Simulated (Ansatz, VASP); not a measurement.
# One calculation of BeSe, two programs

File INCAR:

```
PREC = Accurate
ENCUT = 600
EDIFF = 1E-6
ISMEAR = 0
SIGMA = 0.02
LREAL = F
LASPH = T
NELM = 200
ALGO = Normal
ISIF = 2
LWAVE = F
LCHARG = F
MAGMOM = 0 0 0 0 0 0
LORBIT = 11
LSORBIT = T
GGA_COMPAT = F
LORBMOM = T
GGA = PS
NBANDS = 20
```

Contents of KPOINTS:

```
regular mesh
0
Gamma
  10 10 10
```

Contents of POSCAR:

```
BeSe
1.0
    0.0000000000      2.5643587674      2.5643587674
    2.5643587674      0.0000000000      2.5643587674
    2.5643587674      2.5643587674      0.0000000000
Be Se
1 1
Direct
    0.0000000000      0.0000000000      0.0000000000
    0.2500000000      0.2500000000      0.2500000000
```

Input for Ansatz:

```yaml
crystal:
  lattice:
    - [0.0, 2.5643587674, 2.5643587674]
    - [2.5643587674, 0.0, 2.5643587674]
    - [2.5643587674, 2.5643587674, 0.0]
  atoms:
    - { symbol: Be, position: [0.0, 0.0, 0.0] }
    - { symbol: Se, position: [0.25, 0.25, 0.25] }
basis:
  ecutwfc: 420
kpoints:
  mp_grid: { grid: [10, 10, 10] }
  band_path:
    path:
      - [[0.0, 0.0, 0.0], [-0.5, -0.5, 0.0], [-0.375, -0.375, 0.25]]
      - [[-0.375, 0.0, 0.375], [0.0, 0.0, 0.0], [0.0, 0.0, 0.5], [-0.5, -0.25, 0.25], [-0.5, -0.5, 0.0]]
    npoints: 10
hamiltonian:
  xc: pbesol
  pseudopotentials: { kind: paw_fr }
scf:
  occupations: { method: gaussian, width: 0.02 }
  n_extra_bands: 14
output:
  forces: true
  stress: true
  eigenvalues: true
magnetization:
  noncollinear: true
  spin_orbit: true
```

Alike in both runs: task single point; functional PBEsol; k mesh 10 × 10 × 10; occupations gaussian, width 0.02 eV; non-collinear spin, spin-orbit coupling.

|  | VASP | Ansatz |
| --- | --- | --- |
| version | VASP 6.6.1 | Ansatz 0.2.0 |
| potentials or method | VASP PAW PBE potentials, release 64 (Be, Se), cutoff 600 eV | plane waves, PAW |
| valence electrons in the cell | 8 | 18 |

|  | VASP | Ansatz | Ansatz less VASP |
| --- | --- | --- | --- |
| pressure (GPa) | 0.3 | 0.0 | -0.31 |
| net moment per atom (μB) | 0.00 | 0.00 | 0.000 |

VASP's potentials were made for PBE, not for PBEsol. VASP's potentials hold 8 valence electrons a cell and Ansatz's 18, so a difference there can come from the potentials and not from the codes.
